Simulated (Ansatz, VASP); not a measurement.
MgCd5O6 in VASP and in Ansatz

```
Mg Cd O
1.0
     3.30297    0.00000    0.00000
    -1.65149    2.86046    0.00000
     0.00000    0.00000   16.38925
Mg Cd O
1 5 6
Direct
  0.00000 0.00000 0.50000
  0.66667 0.33333 0.65744
  0.33333 0.66667 0.34255
  0.66667 0.33333 0.17126
  0.00000 0.00000 0.00000
  0.33333 0.66667 0.82874
  0.33333 0.66667 0.56919
  0.66667 0.33333 0.43081
  0.00000 0.00000 0.25708
  0.33333 0.66667 0.08568
  0.66667 0.33333 0.91432
  0.00000 0.00000 0.74292
```

Alike in both runs: functional PBE; k mesh 12 × 12 × 4; occupations gaussian, width 0.1 eV; no spin polarisation.

Ansatz relaxed the structure, and its values are those at the end. VASP's run is a single point on that final structure, the one shown.

|  | VASP | Ansatz |
| --- | --- | --- |
| version | VASP 6.6.1 | Ansatz 0.2.0 |
| potentials or method | VASP PAW PBE potentials, release 64 (Mg, Cd, O), cutoff 520 eV | scalar-relativistic, plane waves, PAW |
| valence electrons in the cell | 98 | 146 |

|  | VASP | Ansatz | Ansatz less VASP |
| --- | --- | --- | --- |
| gap on the k mesh at the Fermi level (eV) | none | none | - |
| pressure (GPa) | 1.0 | 0.0 | -1.03 |
| rms of the force components (eV/Å) | 0.022 | 0.001 | -0.0207 |

A gap of «none» marks a metal or a gap that the smearing closes. The functional is the same, so the differences come from potentials, cutoffs and numerics. VASP's potentials hold 98 valence electrons a cell and Ansatz's 146, so a difference there can come from the potentials and not from the codes.
